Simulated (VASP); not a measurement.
# Co (P6_3/mmc) in VASP: further runs, part 2 of 2

VASP 6.6.1. Earlier steps stand in the parts before.

## 4. Single point, PBE, collinear spin, ferromagnetic start

The input, INCAR:

```
SYSTEM = Co
PREC = Accurate
ENCUT = 520
EDIFF = 1E-7
ISMEAR = 0
SIGMA = 0.15
LREAL = .FALSE.
LASPH = .TRUE.
NELM = 150
ALGO = Fast
ISIF = 2
LWAVE = .FALSE.
LCHARG = .FALSE.
ISPIN = 2
MAGMOM = 1.86 1.88 1.86 1.88
LORBIT = 11
LMAXMIX = 4
GGA = PE
NBANDS = 30
```

The input, KPOINTS:

```
Automatic mesh
0
G
  24 24 6
  0 0 0
```

The input, POSCAR:

```
Co
1.0
    2.4915950168      0.0000000000      0.0000000000
   -1.2457975084      2.1577845804      0.0000000000
    0.0000000000      0.0000000000      8.0933174787
Co
4
Direct
    0.0000000000      0.0000000000      0.0000000000
    0.3333333333      0.6666666667      0.2500000000
    0.0000000000      0.0000000000      0.5000000000
    0.6666666667      0.3333333333      0.7500000000
```

Potentials or basis: VASP PAW PBE potentials, release 64 (Co).

Command:

```sh
cat potpaw_PBE.64/Co/POTCAR > POTCAR
mpirun -np 1 vasp_std > vasp.out
```

OUTCAR:

```text
SYSTEM = Co
   PREC = Accurate
   ENCUT = 520
   EDIFF = 1E-7
   ISMEAR = 0
   LREAL = .FALSE.
   LASPH = .TRUE.
   NELM = 150
   ISIF = 2
   ISPIN = 2
   LORBIT = 11
   GGA = PE

 ion  position               nearest neighbor table
   1  0.000  0.000  0.000-   2 2.48   4 2.48   2 2.48   4 2.48   4 2.48   2 2.48
   2  0.333  0.667  0.250-   1 2.48   3 2.48   1 2.48   3 2.48   1 2.48   3 2.48
   3  0.000  0.000  0.500-   2 2.48   4 2.48   2 2.48   4 2.48   4 2.48   2 2.48
   4  0.667  0.333  0.750-   1 2.48   3 2.48   1 2.48   3 2.48   1 2.48   3 2.48

  LATTYP: Found a hexagonal cell.
 ALAT       =     2.4915950168
 C/A-ratio  =     3.2482475780

  Lattice vectors:

 A1 = (   2.4915950168,   0.0000000000,   0.0000000000)
[... 1815 lines left out ...]
    -1.245797508  2.157784580  0.000000000     0.000000000  0.463438292  0.000000000
     0.000000000  0.000000000  8.093317479     0.000000000  0.000000000  0.123558726

 POSITION                                       TOTAL-FORCE (eV/Angst)
 -----------------------------------------------------------------------------------
      0.00000      0.00000      0.00000        -0.000000      0.000000     -0.000000
     -0.00000      1.43852      2.02333        -0.000000     -0.000000      0.000000
      0.00000      0.00000      4.04666        -0.000000      0.000000     -0.000000
      1.24580      0.71926      6.06999         0.000000      0.000000     -0.000000
 -----------------------------------------------------------------------------------
    total drift:                                0.000000     -0.000000      0.000000

  FREE ENERGIE OF THE ION-ELECTRON SYSTEM (eV)
  ---------------------------------------------------
  free  energy   TOTEN  =       -28.1430422909 eV

  energy  without entropy=      -28.1029181937  energy(sigma->0) =      -28.12298024

 total charge

# of ion       s       p       d       tot
------------------------------------------
    1        0.489   0.519   7.262   8.270
    2        0.488   0.522   7.254   8.265
    3        0.489   0.519   7.262   8.270
    4        0.488   0.522   7.254   8.265
--------------------------------------------------
tot          1.955   2.081  29.032  33.068

 magnetization (x)

# of ion       s       p       d       tot
------------------------------------------
    1       -0.014  -0.051   1.706   1.641
    2       -0.014  -0.052   1.724   1.658
    3       -0.014  -0.051   1.706   1.641
    4       -0.014  -0.052   1.724   1.658
--------------------------------------------------
tot         -0.055  -0.206   6.858   6.598
```

It took 20 min on 1 thread of Oxide Virtual Turin-like, shared host; peak memory 0.46 GiB.

Results:

| Quantity | Value |
| --- | --- |
| Free energy | -28.1430 eV |
| Pressure | -0.5 GPa |
| Net moment | 6.52 μB per cell |
| Site moments | Co +1.64, +1.66 (each value once) μB |
| Valence electrons inside the program's atomic spheres | Co 8.27 |

Stress tensor (GPa, compression positive):
```
-0.36  0.00  0.00
 0.00 -0.36  0.00
 0.00  0.00 -0.71
```

Levels at points of the mesh, in eV from the Fermi level:
Spin up:
```csv
k point,band 18,band 19,band 20,band 21,band 22,band 23,band 24,band 25,band 26,band 27
"(0.00, 0.00, 0.00)",-1.53,-1.53,-1.21,-1.21,-0.82,-0.82,-0.19,6.21,14.82,14.82
"(0.50, 0.00, 0.00)",-0.61,-0.58,-0.55,0.25,1.36,2.41,3.03,6.87,6.89,10.34
"(0.00, 0.00, 0.50)",-1.68,-1.68,-1.68,-0.99,-0.99,-0.99,-0.99,9.24,9.24,20.90
"(0.50, 0.00, 0.50)",-0.74,-0.61,-0.61,1.20,1.20,2.75,2.75,7.24,7.24,9.19
```
Spin down:
| k point | band 12 | band 13 | band 14 | band 15 | band 16 | band 17 |
| --- | --- | --- | --- | --- | --- | --- |
| (0.00, 0.00, 0.00) | -0.83 | -0.83 | -0.79 | -0.79 | -0.25 | 0.05 |
| (0.50, 0.00, 0.00) | -0.11 | -0.07 | 0.49 | 1.15 | 1.19 | 1.20 |
| (0.00, 0.00, 0.50) | -1.03 | -0.94 | -0.94 | -0.94 | -0.94 | 0.23 |
| (0.50, 0.00, 0.50) | -0.84 | -0.23 | -0.23 | 0.81 | 0.81 | 1.17 |

## 5. Single point, PBE, collinear spin, ferromagnetic start (biaxial strain in the a-b plane: +2.0 %)

The input, INCAR:

```
  PREC = Accurate
  ENCUT = 520
  EDIFF = 1E-6
  ISMEAR = 0
  SIGMA = 0.1
  LREAL = F
  LASPH = T
  NELM = 150
  ALGO = Normal
  ISIF = 2
  LWAVE = F
  LCHARG = F
  ISPIN = 2
  MAGMOM = 1.88 1.88 1.88 1.88
  LORBIT = 11
  LMAXMIX = 4
  GGA = PE
  NBANDS = 30
```

The input, KPOINTS:

```
Automatic mesh
0
Gamma
  24 24 8
```

The input, POSCAR:

```
Co
1.0
    2.5414269160      0.0000000000      0.0000000000
   -1.2707134580      2.2009402711      0.0000000000
    0.0000000000      0.0000000000      7.9961976493
Co
4
Direct
    0.0000000000      0.0000000000      0.0000000000
    0.3333333333      0.6666666667      0.2500000000
    0.0000000000      0.0000000000      0.5000000000
    0.6666666667      0.3333333333      0.7500000000
```

Command:

```sh
cat potpaw_PBE.64/Co/POTCAR > POTCAR
mpirun -np 1 vasp_std > vasp.out
```

It took 17 min on 1 thread of Oxide Virtual Turin-like, shared host; peak memory 0.55 GiB.

It converged, with:

```
Free energy                                           : -28.0833 eV
Pressure                                              : -5.8 GPa
Net moment                                            : 6.56 μB per cell
Site moments                                          : Co +1.66, +1.67 (each value once) μB
Valence electrons inside the program's atomic spheres : Co 8.22, 8.21 (each value once)
```

Stress tensor (GPa, compression positive):
```
-8.56  0.00  0.00
 0.00 -8.56  0.00
 0.00  0.00 -0.36
```

Levels at points of the mesh, in eV from the Fermi level:
Spin up:
| k point | band 20 | band 21 | band 22 | band 23 | band 24 | band 25 |
| --- | --- | --- | --- | --- | --- | --- |
| (0.00, 0.00, 0.00) | -1.21 | -1.21 | -0.81 | -0.81 | 0.18 | 6.44 |
| (0.50, 0.00, 0.00) | -0.60 | 0.18 | 1.31 | 2.22 | 2.84 | 6.55 |
| (0.00, 0.00, 0.50) | -1.68 | -1.00 | -1.00 | -1.00 | -1.00 | 9.60 |
| (0.50, 0.00, 0.50) | -0.71 | 1.08 | 1.08 | 2.59 | 2.59 | 7.01 |
Spin down:
```
           k point  band 11  band 12  band 13  band 14  band 15  band 16  band 17  band 18
(0.00, 0.00, 0.00)    -0.83    -0.78    -0.78    -0.75    -0.75     0.00     0.00     0.12
(0.50, 0.00, 0.00)    -0.61    -0.17    -0.12     0.44     1.04     1.10     1.10     1.20
(0.00, 0.00, 0.50)    -1.01    -1.01    -0.94    -0.94    -0.94    -0.94     0.21     0.21
(0.50, 0.00, 0.50)    -0.79    -0.79    -0.19    -0.19     0.79     0.79     1.06     1.06
```

Caveat: the cell differs from its parent crystal (biaxial strain in the a-b plane: +2.0 %); the stress differs along the axes, from -9 to -0 GPa.

## 6. Single point, PBE, collinear spin, ferromagnetic start (biaxial strain in the a-b plane: -6.0 %, then relaxed in part)

The input, INCAR:

```
PREC = Accurate ; ENCUT = 520
EDIFF = 1E-7 ; ISMEAR = 0
SIGMA = 0.1 ; LREAL = False
LASPH = True ; NELM = 150
ALGO = Fast ; ISIF = 2
LWAVE = False ; LCHARG = True
ISPIN = 2 ; MAGMOM = 1.88 1.88 1.88 1.88
LORBIT = 11 ; LMAXMIX = 4
GGA = PE ; LELF = True
LVHAR = True ; NBANDS = 30
```

KPOINTS is that of step 5.

The input, POSCAR:

```
Co
1.0
    2.3420993148      0.0000000000      0.0000000000
   -1.1710496574      2.0283175048      0.0000000000
    0.0000000000      0.0000000000      8.3848882682
Co
4
Direct
    0.0000000000      0.0000000000      0.0000000000
    0.3333333333      0.6666666667      0.2500000000
    0.0000000000      0.0000000000      0.5000000000
    0.6666666667      0.3333333333      0.7500000000
```

Potentials or basis: VASP PAW PBE potentials, release 64 (Co).

Command:

```sh
cat potpaw_PBE.64/Co/POTCAR > POTCAR
mpirun -np 1 vasp_std > vasp.out
```

Run time: 18 min. Hardware: 1 thread of Oxide Virtual Turin-like, shared host; peak memory 0.52 GiB.

It converged, with:

| Quantity | Value |
| --- | --- |
| Free energy | -27.5788 eV |
| Pressure | 25.5 GPa |
| Net moment | 6.32 μB per cell |
| Site moments | Co +1.57, +1.58 (each value once) μB |
| Valence electrons inside the program's atomic spheres | Co 8.47 |

Stress tensor (GPa, compression positive):
```
38.57  0.00  0.00
 0.00 38.57  0.00
 0.00  0.00 -0.59
```

Levels at points of the mesh, in eV from the Fermi level:
Spin up:
```tsv
k point	band 19	band 20	band 21	band 22	band 23	band 24
(0.00, 0.00, 0.00)	-1.32	-1.32	-1.14	-1.14	-0.80	-0.80
(0.50, 0.00, 0.00)	-0.24	-0.21	0.54	1.60	2.95	3.64
(0.00, 0.00, 0.50)	-1.52	-1.52	-0.93	-0.93	-0.93	-0.93
(0.50, 0.00, 0.50)	-0.22	-0.22	1.57	1.57	3.21	3.21
```
Spin down:
| k point | band 12 | band 13 | band 14 | band 15 | band 16 | band 17 | band 18 | band 19 |
| --- | --- | --- | --- | --- | --- | --- | --- | --- |
| (0.00, 0.00, 0.00) | -1.19 | -1.06 | -1.06 | -0.99 | -0.99 | 0.26 | 0.26 | 0.62 |
| (0.50, 0.00, 0.00) | 0.05 | 0.06 | 0.75 | 1.10 | 1.17 | 1.29 | 1.51 | 1.54 |
| (0.00, 0.00, 0.50) | -1.20 | -1.06 | -1.06 | -1.06 | -1.06 | 0.39 | 0.39 | 0.39 |
| (0.50, 0.00, 0.50) | -0.62 | -0.35 | -0.35 | 0.82 | 0.82 | 1.52 | 1.52 | 1.58 |

Caveat: the cell differs from its parent crystal (biaxial strain in the a-b plane: -6.0 %, then relaxed in part); the stress differs along the axes, from -1 to 39 GPa.

## 7. Summary

```tsv
cell	k mesh	smearing	gap on the mesh (eV)	pressure (GPa)	moment (μB)
a = 2.492, b = 2.492, c = 8.093 Å, angles 90.0, 90.0, 120.0°, 4 atoms	18 × 18 × 4	gaussian 0.15 eV	none	-0.7	6.49
a = 2.494, b = 2.494, c = 8.088 Å, angles 90.0, 90.0, 120.0°, 4 atoms	21 × 21 × 6	gaussian 0.1 eV	none	-0.7	6.54
a = 2.492, b = 2.492, c = 8.093 Å, angles 90.0, 90.0, 120.0°, 4 atoms	24 × 24 × 6	gaussian 0.15 eV	none	-0.5	6.52
a = 2.541, b = 2.541, c = 7.996 Å, angles 90.0, 90.0, 120.0°, 4 atoms	24 × 24 × 8	gaussian 0.1 eV	none	-5.8	6.56
a = 2.342, b = 2.342, c = 8.385 Å, angles 90.0, 90.0, 120.0°, 4 atoms	24 × 24 × 8	gaussian 0.1 eV	none	25.5	6.32
```

Alike in all rows: task single point; level PBE; potentials or basis VASP PAW PBE potentials, release 64 (Co); spin collinear, ferromagnetic start; cutoff (eV) 520.

Caveats: the stress differs along the axes, from -9 to -0 GPa (at least some runs); the stress differs along the axes, from -1 to 39 GPa (at least some runs).

Total energies depend on the potentials used, so only differences within one code and one set of settings carry meaning.
